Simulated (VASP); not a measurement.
CaO, 2 atoms in the cell. The structure is cubic, space group Fm-3m (No. 225). The conventional cell has a = 4.651 Å, b = 4.651 Å, c = 4.651 Å, α = 90.00°, β = 90.00°, γ = 90.00°. Ca (site symmetry m-3m) has 6 O at 2.33 Å within 3.1 Å. Within 3.1 Å of O (site symmetry m-3m) lie 6 Ca at 2.33 Å.  This cell differs from its parent crystal: strain -3.0%.

| Item | Value |
| --- | --- |
| Program | VASP 6.6.1 |
| Task | single point |
| Functional | HSE06 |
| Potentials or basis | VASP PAW PBE potentials, release 64 (Ca_sv, O) |
| Cutoff | 520 eV |
| k mesh | 6 × 6 × 6 |
| Occupations | gaussian, width 0.01 eV |
| Spin | no spin polarisation |
| Dipole correction | no |
| Grid for exact exchange (PRECFOCK) | Normal |
| Further INCAR settings | ALGO = Normal; EDIFF = 1e-06; NBANDS = 15 |
| Share of exact exchange | 0.25 |
| Screening parameter | 0.2079 1/Å |

Potentials or basis: VASP PAW PBE potentials, release 64 (Ca_sv, O).

Run with:

```console
$ cat potpaw_PBE.64/Ca_sv/POTCAR potpaw_PBE.64/O/POTCAR > POTCAR
$ cp INCAR.step1 INCAR
$ mpirun -np 1 vasp_std > vasp.out
$ cp INCAR.step2 INCAR
$ mpirun -np 1 vasp_std > vasp.out
```

Hardware: 1 thread of Intel(R) Xeon(R) Platinum 8259CL CPU @ 2.50GHz (Skylake/Cascade Lake), with other jobs on the host.

Task: How long does it take, and how much memory?

Result: Wall time 31 min on 1 thread of Intel(R) Xeon(R) Platinum 8259CL CPU @ 2.50GHz (Skylake/Cascade Lake), on a shared host, peak memory 0.26 GiB. Counts: k points 16.
